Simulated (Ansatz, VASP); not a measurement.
**Ti: VASP beside Ansatz**

```xyz
1
Lattice="0.0000 2.0279 2.0279 2.0279 0.0000 2.0279 2.0279 2.0279 0.0000" Properties=species:S:1:pos:R:3 pbc="T T T"
Ti    0.0000    0.0000    0.0000
```

Alike in both runs: task relaxation of cell and atoms; functional PBEsol; k mesh 20 × 20 × 20; occupations fermi-dirac, width 0.15 eV; no spin polarisation.

|  | VASP | Ansatz |
| --- | --- | --- |
| version | VASP 6.6.1 | Ansatz 0.2.0 |
| potentials or method | VASP PAW PBE potentials, release 64 (Ti_sv), cutoff 600 eV | scalar-relativistic, plane waves, PAW |
| valence electrons in the cell | 12 | 12 |

VASP gave:

| Item | Value |
| --- | --- |
| gap on the k mesh at the Fermi level, each at its own relaxed structure (eV) | none |
| relaxed volume (Å³/atom) | 16.73 |
| relaxed cell length with the largest relative difference (Å) | 2.871 |

**Question.** Which values does Ansatz return?

**Answer.** gap on the k mesh at the Fermi level, each at its own relaxed structure (eV): none; relaxed volume (Å³/atom): 16.78; relaxed cell length with the largest relative difference (Å): 2.873.

VASP's potentials were made for PBE, not for PBEsol. A gap of «none» marks a metal or a gap that the smearing closes.
